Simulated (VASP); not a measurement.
## Sr: single point with PBE

Crystal: Sr.

```xyz
1
Lattice="0.0000 3.0119 3.0423 3.0119 0.0000 3.0423 3.0119 3.0119 0.0000" Properties=species:S:1:pos:R:3 pbc="T T T"
Sr    0.0000    0.0000    0.0000
```

This cell differs from its parent crystal: x and y stretched by -1 %, z held.

| Quantity | Value |
| --- | --- |
| Program | VASP 6.6.1 |
| Task | single point |
| Functional | PBE |
| Potentials or basis | VASP PAW PBE potentials, release 64 (Sr_sv) |
| Cutoff | 520 eV |
| k mesh | 10 × 10 × 10 |
| Occupations | fermi-dirac, width 0.08 eV |
| Spin | no spin polarisation |
| Dipole correction | no |
| Further INCAR settings | ALGO = Normal; EDIFF = 1e-07; NBANDS = 11 |

The pressure is 0.0 GPa and the band gap on the k mesh is zero (bands 5 and 6 overlap by 0.05 eV).

Levels at points of the mesh, in eV from the Fermi level:
```
           k point  band 2  band 3  band 4  band 5  band 6  band 7  band 8  band 9
(0.00, 0.00, 0.00)  -18.51  -18.51  -18.51   -3.64    2.31    2.36    2.36    3.76
(0.50, 0.00, 0.00)  -18.71  -18.54  -18.54   -1.11    0.06    2.15    2.22    4.82
(0.50, 0.50, 0.00)  -18.69  -18.58  -18.58   -0.65    0.37    0.99    4.85    5.14
(0.50, 0.00, 0.50)  -18.69  -18.59  -18.58   -0.63    0.34    1.08    4.84    5.11
```

Run time: 44 s on 1 thread of Intel(R) Xeon(R) Platinum 8488C (Sapphire Rapids), on a shared host, peak memory 0.21 GiB.

Caveat: the cell differs from its parent crystal (x and y stretched by -1 %, z held).
